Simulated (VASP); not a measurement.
WSe2: relaxation of the atoms with PBEsol

The system is WSe2.

```
W Se
1.0
     3.20567    0.00000    0.00000
    -1.60284    2.77620    0.00000
     0.00000    0.00000   12.95920
W Se
2 4
Direct
  0.66667 0.33333 0.75000
  0.33333 0.66667 0.25000
  0.33333 0.66667 0.87878
  0.66667 0.33333 0.37878
  0.33333 0.66667 0.62122
  0.66667 0.33333 0.12122
```

This cell differs from its parent crystal: equal strain along all axes, cell held: -2.0 %.

| Property | Result |
| --- | --- |
| Program | VASP 6.6.1 |
| Task | relaxation of the atoms |
| Functional | PBEsol |
| Potentials or basis | VASP PAW PBE potentials, release 64 (W_sv, Se) |
| Cutoff | 520 eV |
| k mesh | 12 × 12 × 2 |
| Occupations | gaussian, width 0.02 eV |
| Spin | no spin polarisation |
| Dipole correction | no |
| Further INCAR settings | ALGO = Normal; EDIFF = 1e-06; IBRION = 2; EDIFFG = -0.008; NSW = 60 |

```yaml
Energy_gained_by_relaxing: 6.5 meV/atom
Ionic_steps: 3
Pressure_after_relaxing: 4.1 GPa
Band_gap_on_the_k_mesh: 0.95 eV (least direct gap 1.79 eV)
```

Stress tensor (GPa, compression positive):
```
5.60 0.00 0.00
0.00 5.60 0.00
0.00 0.00 1.24
```

The path:
```tsv
step	energy change (eV)	largest force (eV/Å)	pressure (GPa)
1	0.0000	0.6151	7.34
2	-0.0386	0.0425	4.36
3	-0.0388	0.0001	4.14
```

Final structure:
```
W Se
1.0
     3.20567    0.00000    0.00000
    -1.60284    2.77620    0.00000
     0.00000    0.00000   12.95920
W Se
2 4
Cartesian
  1.6028 0.9254 9.7194
  0.0000 1.8508 3.2398
  0.0000 1.8508 11.4202
  1.6028 0.9254 4.9406
  0.0000 1.8508 8.0186
  1.6028 0.9254 1.5390
```

Levels at points of the mesh, in eV from the valence-band top:
| k point | band 22 | band 23 | band 24 | band 25 | band 26 | band 27 | band 28 | band 29 | band 30 | band 31 |
| --- | --- | --- | --- | --- | --- | --- | --- | --- | --- | --- |
| (0.00, 0.00, 0.00) | -1.16 | -1.10 | -1.10 | -1.08 | 0.00 | 3.05 | 3.05 | 3.10 | 3.11 | 3.11 |
| (0.50, 0.00, 0.00) | -2.46 | -1.36 | -1.24 | -0.97 | -0.68 | 2.47 | 2.65 | 2.68 | 3.06 | 3.11 |
| (0.00, 0.00, 0.50) | -1.13 | -1.13 | -1.13 | -0.25 | -0.25 | 3.05 | 3.05 | 3.05 | 3.05 | 3.24 |
| (0.50, 0.00, 0.50) | -2.61 | -1.28 | -1.28 | -0.83 | -0.83 | 2.66 | 2.66 | 2.79 | 2.79 | 3.57 |

Wall time 3.5 min on 4 MPI ranks on AMD EPYC 7R43 64-Core Processor (Zen 3), with other jobs on the host, peak memory 0.27 GiB a rank.

Caveat: the cell differs from its parent crystal (equal strain along all axes, cell held: -2.0 %); the PAW data sets were made with another functional, which shifts forces and pressure a little; spin-orbit coupling is left out, which moves the levels of the heavy elements; this functional lacks dispersion, which binds layers or chains, so the pressure and a relaxed spacing across them are unreliable. A k mesh can miss the band edges.
